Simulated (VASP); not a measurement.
Set up this calculation in VASP 6.6.1, as the native input.

```
Task                    : single point
Functional              : PBE
Potentials or basis     : VASP PAW PBE potentials, release 64 (Re, Sb)
Cutoff                  : 520 eV
k mesh                  : 16 × 16 × 6
Occupations             : gaussian, width 0.1 eV
Spin                    : no spin polarisation
Dipole correction       : no
k mesh for the DOS      : 24 × 24 × 9
Occupations for the DOS : tetrahedron
Further INCAR settings  : ALGO = Normal; EDIFF = 1e-07
```

Crystal: ReSb2.

```xyz
3
Lattice="2.9953 0.0000 0.0000 0.0000 2.9953 0.0000 0.0000 0.0000 8.4659" Properties=species:S:1:pos:R:3 pbc="T T T"
Re    0.0000    0.0000    0.0000
Sb    1.4977    0.0000    2.2997
Sb    0.0000    1.4977    6.1661
```

One way to write it, as run:

POSCAR

```
ReSb2
1.0
    2.9953349002      0.0000000000      0.0000000000
    0.0000000000      2.9953349002      0.0000000000
    0.0000000000      0.0000000000      8.4658641312
Re Sb
1 2
Direct
    0.0000000000      0.0000000000      0.0000000000
    0.5000000000      0.0000000000      0.2716459423
    0.0000000000      0.5000000000      0.7283540577
```

INCAR.step1

```
SYSTEM = ReSb2
PREC     = Accurate       ! precision mode
ENCUT    = 520            ! plane-wave cutoff, eV
EDIFF    = 1E-7           ! SCF threshold, eV
ISMEAR   = 0              ! smearing method
SIGMA    = 0.1            ! smearing width, eV
LREAL    = .FALSE.        ! projectors in reciprocal space
LASPH    = .TRUE.         ! aspherical terms in the spheres
NELM     = 60             ! most SCF steps
ALGO     = Normal         ! electronic algorithm
ISIF     = 2              ! what is computed and relaxed
LWAVE    = .FALSE.        ! write WAVECAR
LCHARG   = .TRUE.         ! write CHGCAR
LMAXMIX  = 4              ! l up to which the mixer works
GGA      = PE             ! functional
NBANDS   = 16             ! bands
```

KPOINTS.step1

```
regular mesh
0
G
  16 16 6
  0 0 0
```

INCAR.step2

```
SYSTEM = ReSb2
PREC     = Accurate       ! precision mode
ENCUT    = 520            ! plane-wave cutoff, eV
EDIFF    = 1E-7           ! SCF threshold, eV
ISMEAR   = -5             ! smearing method
SIGMA    = 0.1            ! smearing width, eV
LREAL    = .FALSE.        ! projectors in reciprocal space
LASPH    = .TRUE.         ! aspherical terms in the spheres
NELM     = 60             ! most SCF steps
ALGO     = Normal         ! electronic algorithm
ISIF     = 2              ! what is computed and relaxed
LWAVE    = .FALSE.        ! write WAVECAR
LCHARG   = .FALSE.        ! write CHGCAR
LMAXMIX  = 4              ! l up to which the mixer works
GGA      = PE             ! functional
LORBIT   = 11             ! projections on sites
NEDOS    = 2001           ! points of the DOS
ICHARG   = 11             ! starting density
```

KPOINTS.step2

```
regular mesh
0
G
  24 24 9
  0 0 0
```

Potentials or basis: VASP PAW PBE potentials, release 64 (Re, Sb).

Command:

```sh
$ cat potpaw_PBE.64/Re/POTCAR potpaw_PBE.64/Sb/POTCAR > POTCAR
$ cp INCAR.step1 INCAR
$ cp KPOINTS.step1 KPOINTS
$ mpirun -np 1 vasp_std > vasp.out
$ cp INCAR.step2 INCAR
$ cp KPOINTS.step2 KPOINTS
$ mpirun -np 1 vasp_std > vasp.out
```

Results of the run:

```
Valence electrons inside the program's atomic spheres : Re 5.69; Sb 2.45
```

It took 3 min on 1 thread of Intel(R) Xeon(R) 6975P-C (Granite Rapids), on a shared host, peak memory 0.58 GiB.
